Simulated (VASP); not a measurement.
Wanted: the native input for a VASP 6.6.1 run.

* Task: relaxation of cell and atoms
* Functional: PBE
* Potentials or basis: VASP PAW PBE potentials, release 64 (Ga_d, N)
* Cutoff: 600 eV
* k mesh: 10 × 10 × 10
* Occupations: fermi-dirac, width 0.02 eV
* Spin: no spin polarisation
* Dipole correction: no
* Further INCAR settings: ALGO = Normal; EDIFF = 1e-06; IBRION = 2; EDIFFG = -0.005; NSW = 80; ISIF = 3

The structure of GaN lies in POSCAR:

```
GaN
1.0
    2.3738437591      0.0000000000      0.0000000000
    0.0000000000      2.3738437591      0.0000000000
    0.0000000000      0.0000000000      2.3738437591
Ga N
1 1
Direct
    0.0000000000      0.0000000000      0.0000000000
    0.5000000000      0.5000000000      0.5000000000
```

The input as run:

INCAR

```
PREC = Accurate ; ENCUT = 600
EDIFF = 1E-6 ; ISMEAR = -1
SIGMA = 0.02 ; LREAL = False
LASPH = True ; NELM = 100
ALGO = Normal ; ISIF = 3
LWAVE = False ; LCHARG = False
GGA = PE ; IBRION = 2
NSW = 80 ; EDIFFG = -0.005
```

KPOINTS

```
Automatic mesh
0
Gamma
  10 10 10
```

Potentials or basis: VASP PAW PBE potentials, release 64 (Ga_d, N).

The run is started by

```console
$ cat potpaw_PBE.64/Ga_d/POTCAR potpaw_PBE.64/N/POTCAR > POTCAR
$ mpirun -np 1 vasp_std > vasp.out
```

Results of the run:

```yaml
Relaxed_volume: 10.30 Å³/atom
Relaxed_cell: a = 2.741 Å, b = 2.741 Å, c = 2.741 Å, α = 90.00°, β = 90.00°, γ = 90.00°
Space_group_after_relaxing_to_0.1_Å: Pm-3m (No. 221)
Energy_gained_by_relaxing: 1331.5 meV/atom
Ionic_steps: 5
Pressure_after_relaxing: 0.0 GPa
Band_gap_on_the_k_mesh: zero (bands 9 and 10 overlap by 1.59 eV)
```

Caveat: the volume moved by over 15 % at a fixed basis, so the end points are rough; the structure was generated, so it needn't be the stable form of GaN.

It took 67 s on 1 thread of Intel Xeon 8259CL, on a shared host, peak memory 0.14 GiB.
